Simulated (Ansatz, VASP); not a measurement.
# Two plane-wave programs on B

INCAR

```
SYSTEM = B
PREC = Accurate
ENCUT = 1230
EDIFF = 1E-7
ISMEAR = -1
SIGMA = 0.1
LREAL = .False.
LASPH = .True.
NELM = 120
ALGO = Normal
ISIF = 3
LWAVE = .False.
LCHARG = .False.
GGA = PS
IBRION = 2
NSW = 80
EDIFFG = -0.01
GGA_COMPAT = .False.
NELMIN = 4
```

Contents of KPOINTS:

```
regular mesh
0
Gamma
  17 17 9
  0 0 0
```

The input POSCAR:

```
B
1.0
    2.1005919712      0.0000000000      0.0000000000
   -1.0502959856      1.8191660100      0.0000000000
    0.0000000000      0.0000000000      3.4302666889
B
2
Direct
    0.3333333333      0.6666666667      0.2500000000
    0.6666666667      0.3333333333      0.7500000000
```

Input for Ansatz:

```yaml
crystal:
  lattice:
    - [2.1005919712, 0.0, 0.0]
    - [-1.0502959856, 1.81916601, 0.0]
    - [0.0, 0.0, 3.4302666889]
  atoms:
    - { symbol: B, position: [0.3333333333, 0.6666666667, 0.25] }
    - { symbol: B, position: [0.6666666667, 0.3333333333, 0.75] }
hamiltonian:
  xc: pbesol
  pseudopotentials:
    kind: paw
    azcp:
      B: "pseudopotentials/B.paw.azcp"
basis:
  ecutwfc: 420
  fft_grid_basis: typed
kpoints:
  mp_grid: { grid: [17, 17, 9], shift: [0, 0, 0] }
magnetization:
  spin_polarized: false
scf:
  occupations: { method: fermi_dirac, width: 0.1 }
relax:
  max_steps: 60
  f_tol: 0.01
  cell: {}
```

Alike in both runs: task relaxation of cell and atoms; functional PBEsol; k mesh 17 × 17 × 9; occupations fermi-dirac, width 0.1 eV; no spin polarisation.

```csv
,VASP,Ansatz
version,VASP 6.6.1,Ansatz 0.2.0
potentials or method,"VASP PAW PBE potentials, release 64 (B_h), cutoff 1230 eV","plane waves (420 eV) with PAW, scalar-relativistic"
valence electrons in the cell,6,6
```

|  | VASP | Ansatz | Ansatz less VASP |
| --- | --- | --- | --- |
| relaxed volume (Å³/atom) | 7.83 | 9.07 | +1.250 |
| relaxed length of the cell vector where the two differ most in proportion (Å) | 6.173 | 7.169 | +0.9953 |

VASP's potentials were made for PBE, not for PBEsol, and Ansatz warns of the same on its side. One of these differences is far larger than is usual between the two programs; its cause wasn't traced.

Noted on VASP's run: the volume moved by over 15 % at a fixed basis, so the end points are rough.
